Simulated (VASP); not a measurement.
# C18F in VASP: further runs

Runs on C18F. Level: PBE. Tasks: single point.

Everything below comes from runs of VASP 6.6.1. Logs are shortened: lines on timing, memory, paths and dates and some standing lists are left out, and cuts for length are marked.

**1. The cell of the first run**

The cell holds a slab with vacuum, 19 atoms: a = 7.398 Å, b = 7.398 Å, c = 13.000 Å, α = 90.00°, β = 90.00°, γ = 120.00°.

**2. Single point, PBE, collinear spin, zero start**

Contents of INCAR:

```
  ALGO = Normal
  EDIFF = 1E-6
  ENCUT = 520
  GGA = PE
  GGA_COMPAT = False
  ISIF = 2
  ISMEAR = 0
  ISPIN = 2
  LASPH = True
  LCHARG = True
  LELF = True
  LORBIT = 11
  LREAL = False
  LVHAR = True
  LWAVE = False
  MAGMOM = 0 0 0 0 0 0 0 0 0 0 0 0 0 0 0 0 0 0 0
  NBANDS = 58
  NELM = 200
  NELMDL = -8
  PREC = Accurate
  SIGMA = 0.05
```

Contents of KPOINTS:

```
k-points
0
Gamma
  2 2 1
```

Contents of POSCAR:

```
C18F
1.0
    7.3980000000      0.0000000000      0.0000000000
   -3.6990000000      6.4068560000      0.0000000000
    0.0000000000      0.0000000000     13.0000000000
C F
18 1
Direct
    0.0046979531      0.0050012050      0.0726376154
    0.2274832197      0.1162078561      0.0711899231
    0.0043157801      0.3381065534      0.0767848462
    0.2282981487      0.4483459594      0.0906894615
    0.0045441843      0.6721018859      0.0734929231
    0.2271735300      0.7822673086      0.0733540769
    0.3383554722      0.0048252996      0.0709358462
    0.5605445027      0.1161046854      0.0713518462
    0.3396215150      0.3370175637      0.0735106923
    0.5604478334      0.4491689840      0.0711940769
    0.3385345626      0.6723305472      0.0767303077
    0.5599396612      0.7826019502      0.0728008462
    0.6714832642      0.0051560391      0.0713519231
    0.8940380623      0.1166976439      0.0728373846
    0.6718199140      0.3382913554      0.0709498462
    0.8943816634      0.4494827104      0.0733909231
    0.6716431148      0.6719483004      0.0726212308
    0.8936278856      0.7830175986      0.0725422308
    0.2555451101      0.4215406121      0.2293266154
```

Potentials or basis: VASP PAW PBE potentials, release 64 (C, F).

Launch:

```
$ cat potpaw_PBE.64/C/POTCAR potpaw_PBE.64/F/POTCAR > POTCAR
$ mpirun -np 1 vasp_std > vasp.out
```

OUTCAR:

```text
EDIFF = 1E-6
   ENCUT = 520
   GGA = PE
   ISIF = 2
   ISMEAR = 0
   ISPIN = 2
   LASPH = True
   LORBIT = 11
   LREAL = False
   NELM = 200
   NELMDL = -8
   PREC = Accurate

 ion  position               nearest neighbor table
   1  0.005  0.005  0.073-  18 1.42  14 1.42   2 1.43
   2  0.227  0.116  0.071-   9 1.42   7 1.42   1 1.43
   3  0.004  0.338  0.077-  16 1.42  14 1.42   4 1.45
   4  0.228  0.448  0.091-   9 1.44   3 1.45  11 1.45  19 1.84
   5  0.005  0.672  0.073-  18 1.42  16 1.43   6 1.43
   6  0.227  0.782  0.073-  11 1.42   7 1.43   5 1.43
   7  0.338  0.005  0.071-   8 1.42   2 1.42   6 1.43
   8  0.561  0.116  0.071-  13 1.42  15 1.42   7 1.42
   9  0.340  0.337  0.074-   2 1.42  10 1.42   4 1.44
  10  0.560  0.449  0.071-   9 1.42  15 1.42  17 1.43
  11  0.339  0.672  0.077-   6 1.42  12 1.42   4 1.45
  12  0.560  0.783  0.073-  11 1.42  17 1.42  13 1.43
  13  0.671  0.005  0.071-   8 1.42  12 1.43  14 1.43
  14  0.894  0.117  0.073-   3 1.42   1 1.42  13 1.43
  15  0.672  0.338  0.071-   8 1.42  10 1.42  16 1.43
  16  0.894  0.449  0.073-   3 1.42  15 1.43   5 1.43
  17  0.672  0.672  0.073-  18 1.42  12 1.42  10 1.43
  18  0.894  0.783  0.073-   5 1.42   1 1.42  17 1.42
  19  0.256  0.422  0.229-   4 1.84

  LATTYP: Found a hexagonal cell.
 ALAT       =     7.3980000000
 C/A-ratio  =     1.7572316842

  Lattice vectors:

 A1 = (   7.3980000000,   0.0000000000,   0.0000000000)
 A2 = (  -3.6990000000,   6.4068560000,   0.0000000000)
 A3 = (   0.0000000000,   0.0000000000,  13.0000000000)

Analysis of symmetry for initial positions (statically):
=====================================================================
 Subroutine PRICEL returns:
 Original cell was already a primitive cell.

 Routine SETGRP: Setting up the symmetry group for a
 hexagonal supercell.

 Subroutine GETGRP returns: Found  1 space group operations
 (whereof  1 operations were pure point group operations)
 out of a pool of 24 trial point group operations.

The static configuration has the point symmetry C_1 .

Analysis of symmetry for dynamics (positions and initial velocities):
=====================================================================
 Subroutine PRICEL returns:
 Original cell was already a primitive cell.

 Routine SETGRP: Setting up the symmetry group for a
 hexagonal supercell.

 Subroutine GETGRP returns: Found  1 space group operations
[... 171 lines left out ...]
 number of electron      78.9999994 magnetization      -0.0000000

 Free energy of the ion-electron system (eV)
  ---------------------------------------------------
  ext. energy  EPLUGINS =         0.00000000
  ---------------------------------------------------
  free energy    TOTEN  =      -168.32942312 eV

  energy without entropy =     -168.32942312  energy(sigma->0) =     -168.32942312

 E-fermi :  -2.9002     XC(G=0):  -3.5322

 val. band max:       -3.2066911028   @ k =   0.5000   0.0000   0.0000
 cond. band min:      -2.5719251851   @ k =   0.0000   0.0000   0.0000
 fundamental gap:      0.6347659178
 Fermi energy:        -2.9001994164

 spin component 1

 k-point     1 :       0.0000    0.0000    0.0000
  band No.  band energies     occupation
      1     -23.7306      1.00000
      2     -22.0439      1.00000
      3     -19.5793      1.00000
      4     -19.5735      1.00000
      5     -19.5689      1.00000
      6     -19.5151      1.00000
[... 205 lines left out ...]
     50       3.7753      0.00000
     51       3.7911      0.00000
 Fermi energy:        -2.9001994164

 spin component 2

 k-point     1 :       0.0000    0.0000    0.0000
  band No.  band energies     occupation
      1     -23.7306      1.00000
      2     -22.0439      1.00000
      3     -19.5793      1.00000
      4     -19.5735      1.00000
      5     -19.5689      1.00000
      6     -19.5151      1.00000
[... 205 lines left out ...]
     50       3.7753      0.00000
     51       3.7911      0.00000
 [bands above 51 left out]

------------------------ aborting loop because EDIFF is reached ----------------------------------------

  FORCE on cell =-STRESS in cart. coord.  units (eV):
  Direction    XX          YY          ZZ          XY          YZ          ZX
  --------------------------------------------------------------------------------------
  -------------------------------------------------------------------------------------
  Total       -0.0448948     -0.1826684     -0.3310233     -0.1249144      0.4699719     -0.8194017
  in kB       -0.1167358     -0.4749757     -0.8607291     -0.3248033      1.2220243     -2.1306142
  external PRESSURE =      -0.4841469 kB  Pullay stress =       0.0000000 kB

 VOLUME and BASIS-vectors are now :
 -----------------------------------------------------------------------------
  energy-cutoff  :      520.00
  volume of cell :      616.17
      direct lattice vectors                 reciprocal lattice vectors
     7.398000000  0.000000000  0.000000000     0.135171668  0.078041398  0.000000000
    -3.699000000  6.406856000  0.000000000     0.000000000  0.156082796  0.000000000
     0.000000000  0.000000000 13.000000000     0.000000000  0.000000000  0.076923077

 POSITION                                       TOTAL-FORCE (eV/Angst)
 -----------------------------------------------------------------------------------
      0.01626      0.03204      0.94429         0.018630     -0.013971     -0.001697
      1.25307      0.74453      0.92547         0.020502     -0.014464     -0.046176
     -1.21873      2.16620      0.99820         0.018280     -0.014461      0.056745
      0.03052      2.87249      1.17896         0.036421     -0.016622      0.218013
     -2.45249      4.30606      0.95541         0.021491     -0.011334      0.012784
     -1.21298      5.01187      0.95360         0.018852     -0.017315      0.015465
[... 11 lines left out ...]
      3.71468      5.01668      0.94305         0.018009     -0.010010      0.005668
      0.33124      2.70075      2.98125        -0.407119      0.232968     -0.095636
 -----------------------------------------------------------------------------------
    total drift:                               -0.000165     -0.000151     -0.000549

  FREE ENERGIE OF THE ION-ELECTRON SYSTEM (eV)
  ---------------------------------------------------
  free  energy   TOTEN  =      -168.3294231159 eV

  energy  without entropy=     -168.3294231159  energy(sigma->0) =     -168.32942312

 total charge

# of ion       s       p       d       tot
------------------------------------------
    1        0.862   1.784   0.000   2.646
    2        0.865   1.782   0.000   2.646
    3        0.862   1.780   0.000   2.643
    4        0.854   1.696   0.000   2.550
    5        0.862   1.786   0.000   2.648
    6        0.864   1.777   0.000   2.641
[... 11 lines left out ...]
   18        0.864   1.784   0.000   2.647
   19        1.750   4.254   0.000   6.004
--------------------------------------------------
tot         17.292  36.215   0.000  53.507

 magnetization (x)

# of ion       s       p       d       tot
------------------------------------------
    1        0.000  -0.000   0.000  -0.000
    2        0.000   0.000   0.000   0.000
    3        0.000  -0.000   0.000  -0.000
    4        0.000   0.000   0.000   0.000
    5        0.000  -0.000   0.000  -0.000
    6        0.000   0.000   0.000   0.000
[... 11 lines left out ...]
   18       -0.000   0.000   0.000   0.000
   19       -0.000   0.000   0.000   0.000
--------------------------------------------------
tot          0.000  -0.000   0.000  -0.000
```

stdout:

```text
POSCAR found type information on POSCAR C F
 POSCAR found :  2 types and      19 ions
 scaLAPACK will be used
 -----------------------------------------------------------------------------
|                                                                             |
|                                                                             |
|     You have a (more or less) 'large supercell' and for larger cells it     |
|     might be more efficient to use real-space projection operators.         |
|     Therefore, try LREAL= Auto in the INCAR file.                           |
|     Mind: For very accurate calculation, you might also keep the            |
|     reciprocal projection scheme (i.e. LREAL=.FALSE.).                      |
|                                                                             |
 -----------------------------------------------------------------------------

 LDA part: xc-table for (Slater+PW92), standard interpolation
 POSCAR, INCAR and KPOINTS ok, starting setup
 FFT: planning ... GRIDC
 FFT: planning ... GRID_SOFT
 FFT: planning ... GRID
 WAVECAR not read
 entering main loop
```

Wall time 23 min (1 thread of AMD EPYC 7R13, shared host); peak memory 0.93 GiB.

Results:

```yaml
Free_energy: -168.3294 eV
Largest_force: 0.479 eV/Å
Net_moment: 0.00 μB per cell
Valence_electrons_inside_the_program's_atomic_spheres: C 2.65, 2.64, 2.55 (each value once); F 6.00
```

Forces in eV/Å, atoms in the order of the input:
```
C    0.019 -0.014 -0.002
C    0.021 -0.014 -0.046
C    0.018 -0.014  0.057
C    0.036 -0.017  0.218
C    0.021 -0.011  0.013
C    0.019 -0.017  0.015
C    0.022 -0.014 -0.032
C    0.019 -0.012 -0.026
C    0.037 -0.019 -0.089
C    0.019 -0.013 -0.048
C    0.023 -0.012  0.059
C    0.022 -0.014  0.003
C    0.017 -0.009 -0.017
C    0.023 -0.011  0.003
C    0.025 -0.010 -0.031
C    0.026 -0.012  0.014
C    0.022 -0.009  0.000
C    0.018 -0.010  0.006
F   -0.407  0.233 -0.096
```

Levels at points of the mesh, in eV from the Fermi level:
Spin up:
| k point | band 37 | band 38 | band 39 | band 40 | band 41 | band 42 | band 43 | band 44 |
| --- | --- | --- | --- | --- | --- | --- | --- | --- |
| (0.00, 0.00, 0.00) | -1.64 | -1.48 | 0.33 | 0.41 | 0.50 | 1.30 | 4.11 | 5.20 |
| (0.50, 0.00, 0.00) | -2.13 | -1.54 | -1.39 | -0.31 | 2.18 | 2.83 | 2.89 | 2.99 |
| (0.00, 0.50, 0.00) | -2.13 | -1.54 | -1.39 | -0.31 | 2.18 | 2.83 | 2.89 | 2.99 |
| (0.50, 0.50, 0.00) | -2.17 | -1.58 | -1.28 | -0.40 | 2.21 | 2.82 | 2.93 | 2.99 |
Spin down:
| k point | band 37 | band 38 | band 39 | band 40 | band 41 | band 42 | band 43 | band 44 |
| --- | --- | --- | --- | --- | --- | --- | --- | --- |
| (0.00, 0.00, 0.00) | -1.64 | -1.48 | 0.33 | 0.41 | 0.50 | 1.30 | 4.11 | 5.20 |
| (0.50, 0.00, 0.00) | -2.13 | -1.54 | -1.39 | -0.31 | 2.18 | 2.83 | 2.89 | 2.99 |
| (0.00, 0.50, 0.00) | -2.13 | -1.54 | -1.39 | -0.31 | 2.18 | 2.83 | 2.89 | 2.99 |
| (0.50, 0.50, 0.00) | -2.17 | -1.58 | -1.28 | -0.40 | 2.21 | 2.82 | 2.93 | 2.99 |

Caveat: the k points lie up to 0.49 Å⁻¹ apart.

**3. Single point, PBE, collinear spin, zero start**

Contents of INCAR:

```
PREC = Accurate
ENCUT = 520
EDIFF = 1E-6
ISMEAR = 0
SIGMA = 0.05
LREAL = False
LASPH = True
NELM = 200
ALGO = Normal
ISIF = 2
LWAVE = False
LCHARG = False
ISPIN = 2
MAGMOM = 0 0 0 0 0 0 0 0 0 0 0 0 0 0 0 0 0 0 0
LORBIT = 11
GGA = PE
NBANDS = 58
GGA_COMPAT = False
NELMDL = -8
```

Contents of KPOINTS:

```
regular mesh
0
Gamma
  2 2 1
```

Contents of POSCAR:

```
C18F
1.0
    7.3980000000      0.0000000000      0.0000000000
   -3.6990000000      6.4068560000      0.0000000000
    0.0000000000      0.0000000000     13.0000000000
C F
18 1
Direct
    0.0072539205      0.0079130856      0.0728363846
    0.2286854531      0.1182481704      0.0767526154
    0.0067045410      0.3413160839      0.0712029231
    0.2275395078      0.4534745279      0.0735371538
    0.0066488056      0.6744022341      0.0713740000
    0.2288375438      0.7856923895      0.0709429231
    0.3399964926      0.0082400791      0.0733773846
    0.5626274991      0.1183980099      0.0734798462
    0.3389135576      0.3421864016      0.0905168462
    0.5628400715      0.4523900646      0.0767313077
    0.3396877225      0.6742981269      0.0711705385
    0.5624699253      0.7854721567      0.0725998462
    0.6735335122      0.0074760538      0.0725119231
    0.8955291687      0.1185292755      0.0726143846
    0.6727909622      0.3410201509      0.0733890769
    0.8953539424      0.4522218074      0.0709733077
    0.6731731365      0.6738261325      0.0728283846
    0.8957145802      0.7853580602      0.0713853846
    0.3115280766      0.3697509356      0.2294683846
```

Potentials or basis: VASP PAW PBE potentials, release 64 (C, F).

Launch:

```
$ cat potpaw_PBE.64/C/POTCAR potpaw_PBE.64/F/POTCAR > POTCAR
$ mpirun -np 1 vasp_std > vasp.out
```

Run time: 20 min. Hardware: 1 thread of AMD EPYC 7R13, shared host; peak memory 0.93 GiB.

Results (log left out):

* Free energy: -168.3260 eV
* Largest force: 0.477 eV/Å
* Net moment: 0.00 μB per cell
* Valence electrons inside the program's atomic spheres: C 2.64, 2.65, 2.55 (each value once); F 6.00

Forces on the atoms (eV/Å):
```
C   -0.022  0.015  0.002
C   -0.024 -0.001  0.057
C   -0.019  0.015 -0.046
C   -0.035  0.020 -0.092
C   -0.023  0.014 -0.025
C   -0.024  0.012 -0.030
C   -0.015  0.022  0.014
C   -0.022  0.012  0.014
C   -0.039  0.019  0.212
C   -0.013  0.019  0.060
C   -0.019  0.013 -0.044
C   -0.019  0.020 -0.001
C   -0.015  0.007  0.006
C   -0.025  0.014  0.000
C   -0.025  0.012  0.012
C   -0.022  0.005 -0.032
C   -0.029  0.006  0.001
C   -0.014  0.010 -0.017
F    0.405 -0.234 -0.092
```

Levels at points of the mesh, in eV from the Fermi level:
Spin up:
| k point | band 36 | band 37 | band 38 | band 39 | band 40 | band 41 | band 42 | band 43 | band 44 | band 45 |
| --- | --- | --- | --- | --- | --- | --- | --- | --- | --- | --- |
| (0.00, 0.00, 0.00) | -1.81 | -1.64 | -1.49 | 0.31 | 0.39 | 0.48 | 1.28 | 4.10 | 5.18 | 5.19 |
| (0.50, 0.00, 0.00) | -2.31 | -2.15 | -1.54 | -1.39 | -0.32 | 2.16 | 2.81 | 2.87 | 2.97 | 3.42 |
| (0.00, 0.50, 0.00) | -2.32 | -2.15 | -1.54 | -1.39 | -0.32 | 2.16 | 2.81 | 2.87 | 2.97 | 3.42 |
| (0.50, 0.50, 0.00) | -2.28 | -2.19 | -1.58 | -1.28 | -0.42 | 2.19 | 2.80 | 2.91 | 2.97 | 3.42 |
Spin down:
```
           k point  band 37  band 38  band 39  band 40  band 41  band 42  band 43  band 44
(0.00, 0.00, 0.00)    -1.64    -1.49     0.31     0.39     0.48     1.28     4.10     5.18
(0.50, 0.00, 0.00)    -2.15    -1.54    -1.39    -0.32     2.16     2.81     2.87     2.97
(0.00, 0.50, 0.00)    -2.15    -1.54    -1.39    -0.32     2.16     2.81     2.87     2.97
(0.50, 0.50, 0.00)    -2.19    -1.58    -1.28    -0.42     2.19     2.80     2.91     2.97
```

Caveat: the k points lie up to 0.49 Å⁻¹ apart.
